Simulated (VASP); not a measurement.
Input of a VASP 6.6.1 run:

Contents of INCAR:

```
PREC = Accurate
ENCUT = 520
EDIFF = 1E-6
ISMEAR = 0
SIGMA = 0.1
LREAL = F
LASPH = T
NELM = 100
ALGO = Normal
ISIF = 2
LWAVE = F
LCHARG = F
GGA = PE
NBANDS = 22
```

The input KPOINTS:

```
Automatic mesh
0
Gamma
  4 4 4
```

The input POSCAR:

```
Cd2S
1.0
    5.1999893599      0.0000000000      0.0000000000
    0.0000000000      5.1999893599      0.0000000000
    0.0000000000      0.0000000000      3.7563788746
Cd S
2 1
Direct
    0.0000000000      0.5000000000      0.3189011698
    0.5000000000      0.0000000000      0.3189011698
    0.0000000000      0.0000000000      0.3181727305
```

Potentials or basis: VASP PAW PBE potentials, release 64 (Cd, S).

Launch:

```console
$ cat potpaw_PBE.64/Cd/POTCAR potpaw_PBE.64/S/POTCAR > POTCAR
$ mpirun -np 1 vasp_std > vasp.out
```

Q: Predict the pressure.

A: 0.4 GPa.

Q: Predict the band gap on the k mesh.

A: Zero (band 15 reaches 1.51 eV, above the bottom of band 16 at -0.43 eV).

Stress tensor (GPa, compression positive):
```
0.56 0.00 0.00
0.00 0.56 0.00
0.00 0.00 0.08
```

Caveat: the k points lie up to 0.42 Å⁻¹ apart.
